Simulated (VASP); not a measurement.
Wanted: the native input for a VASP 6.6.1 run.

```
Task                   : single point
Functional             : r2SCAN
Potentials or basis    : VASP PAW PBE potentials, release 64 (P)
Cutoff                 : 520 eV
k mesh                 : 12 × 12 × 12
Occupations            : gaussian, width 0.15 eV
Spin                   : no spin polarisation
Dipole correction      : no
Further INCAR settings : ALGO = Normal; EDIFF = 1e-07; NBANDS = 8
```

Crystal: P.

```
P
1.0
     4.33700    0.00000    0.00000
     0.00000    4.33700    0.00000
     0.00000    0.00000    4.37800
P
1
Direct
  0.00000 0.00000 0.00000
```

This cell differs from its parent crystal: strain +0.015 along x and y, +0.000 along z.

The input as run:

POSCAR

```
P
1.0
    4.3369984303      0.0000000000      0.0000000000
    0.0000000000      4.3369984303      0.0000000000
    0.0000000000      0.0000000000      4.3780000000
P
1
Direct
    0.0000000000      0.0000000000      0.0000000000
```

INCAR.step1

```
PREC = Accurate
ENCUT = 520
ISMEAR = 0
SIGMA = 0.15
LREAL = False
LASPH = True
NELM = 100
NBANDS = 8
GGA = PE
ALGO = Normal
EDIFF = 1E-4
LWAVE = True
LCHARG = False
```

INCAR.step2

```
PREC = Accurate
ENCUT = 520
EDIFF = 1E-7
ISMEAR = 0
SIGMA = 0.15
LREAL = False
LASPH = True
NELM = 100
ALGO = Normal
ISIF = 2
LWAVE = False
LCHARG = True
METAGGA = R2SCAN
LMIXTAU = True
LELF = True
LVHAR = True
NBANDS = 8
ISTART = 1
```

KPOINTS

```
regular mesh
0
Gamma
  12 12 12
```

Potentials or basis: VASP PAW PBE potentials, release 64 (P).

Command:

```bash
$ cat potpaw_PBE.64/P/POTCAR > POTCAR
$ cp INCAR.step1 INCAR
$ mpirun -np 1 vasp_std > vasp.out
$ cp INCAR.step2 INCAR
$ mpirun -np 1 vasp_std > vasp.out
```

Results of the run:

| Property | Result |
| --- | --- |
| Pressure | -3.7 GPa |
| Band gap on the k mesh | zero (an odd number of electrons rules out a gap without spin polarisation) |

Caveat: the cell differs from its parent crystal (strain +0.015 along x and y, +0.000 along z); the cell stands under tension; the nearest neighbours stand farther apart than a usual bond; the PAW data sets were made with another functional, which shifts forces and pressure a little; an odd number of electrons without spin polarisation forces a metal; a magnetic or distorted state may lie lower.

It took 4.2 min on 1 thread of Oxide Virtual Turin-like Processor, on a shared host, peak memory 0.23 GiB.
